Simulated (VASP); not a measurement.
SiO:

```
CELL_PARAMETERS angstrom
2.80697 0.00000 0.00000
0.00000 2.80697 0.00000
0.00000 0.00000 2.80697
ATOMIC_POSITIONS crystal
Si 0.00000 0.00000 0.00000
O 0.50000 0.50000 0.50000
```

```yaml
Program: VASP 6.6.1
Task: relaxation of cell and atoms
Functional: HF
Potentials_or_basis: VASP PAW PBE potentials, release 64 (Si, O)
Cutoff: 600 eV
k_mesh: 5 × 5 × 5
Occupations: fermi-dirac, width 0.05 eV
Spin: no spin polarisation
```

At the start: pressure 7.9 GPa; volume 11.06 Å³/atom.

Problem. Where does the relaxation end?

Solution. Over 3 steps the energy falls by 14.5 meV/atom and the volume is 11.67 Å³/atom (+5.5 %); space group Pm-3m (No. 221, to 0.1 Å) before and after.

The path:
| step | energy change (eV) | largest force (eV/Å) | pressure (GPa) | volume (Å³) |
| --- | --- | --- | --- | --- |
| 1 | 0.0000 | 0.0000 | 7.93 | 22.12 |
| 2 | -0.0233 | 0.0000 | -3.06 | 23.92 |
| 3 | -0.0290 | 0.0000 | 0.02 | 23.34 |

Final structure:
```cif
data_structure
_symmetry_space_group_name_H-M 'P 1'
_symmetry_Int_Tables_number 1
_cell_length_a 2.8577
_cell_length_b 2.8577
_cell_length_c 2.8577
_cell_angle_alpha 90.000
_cell_angle_beta 90.000
_cell_angle_gamma 90.000
_cell_volume 23.34
loop_
_atom_site_label
_atom_site_type_symbol
_atom_site_fract_x
_atom_site_fract_y
_atom_site_fract_z
_atom_site_occupancy
Si1 Si 0.00000 0.00000 0.00000 1
O1 O 0.50000 0.50000 0.50000 1
```

Caveat: the k points lie up to 0.44 Å⁻¹ apart in the final cell; the PAW data sets were made with another functional, which shifts forces and pressure a little.
